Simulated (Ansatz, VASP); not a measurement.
## One calculation of Rh, two programs

INCAR

```
PREC = Accurate
ENCUT = 400
EDIFF = 1E-8
ISMEAR = -1
SIGMA = 0.08
LREAL = False
LASPH = True
NELM = 120
ALGO = Normal
ISIF = 2
LWAVE = False
LCHARG = False
GGA = PE
LEFG = True
NBANDS = 14
GGA_COMPAT = False
```

The input KPOINTS:

```
regular mesh
0
Gamma
  16 16 16
```

Contents of POSCAR:

```
Rh
1.0
    0.0000000000      1.9015500000      1.9395810000
    1.9015500000      0.0000000000      1.9395810000
    1.9015500000      1.9015500000      0.0000000000
Rh
1
Direct
    0.0000000000      0.0000000000      0.0000000000
```

Input for Ansatz:

```yaml
crystal:
  lattice:
    - [0.0, 1.90155, 1.939581]
    - [1.90155, 0.0, 1.939581]
    - [1.90155, 1.90155, 0.0]
  atoms:
    - { symbol: Rh, position: [0.0, 0.0, 0.0] }
kpoints:
  mp_grid: { grid: [16, 16, 16] }
scf:
  occupations: { method: fermi_dirac, width: 0.08 }
hamiltonian:
  xc: pbe
  pseudopotentials: { kind: paw }
output:
  forces: true
  stress: true
  eigenvalues: true
  efg: { contact_densities: true }
  write_density: true
  write_potential: true
  elf: true
  volumetric_format: npy
```

Change from the starting cell: zz strain of +2 %, PAW files.

Alike in both runs: task electric field gradients; functional PBE; k mesh 16 × 16 × 16; occupations fermi-dirac, width 0.08 eV; no spin polarisation.

```csv
,VASP,Ansatz
version,VASP 6.6.1,Ansatz 0.2.0
potentials or method,"VASP PAW PBE potentials, release 64 (Rh_pv)","PAW with Ansatz's default frozen-core files, scalar-relativistic"
plane-wave cutoff (eV),400,420
valence electrons in the cell,15,17
```

|  | VASP | Ansatz | Ansatz less VASP |
| --- | --- | --- | --- |
| pressure (GPa) | -0.5 | 0.7 | +1.22 |
| traceless stress, the component that is largest in VASP (GPa) | -3.03 | -3.05 | -0.019 |
| size of Vzz on the site where it differs most (V/Å²) | 1.5 | 1.8 | +0.26 |

The functional is the same, so the differences come from potentials, cutoffs and numerics. VASP's potentials hold 15 valence electrons a cell and Ansatz's 17, so a difference there can come from the potentials and not from the codes.
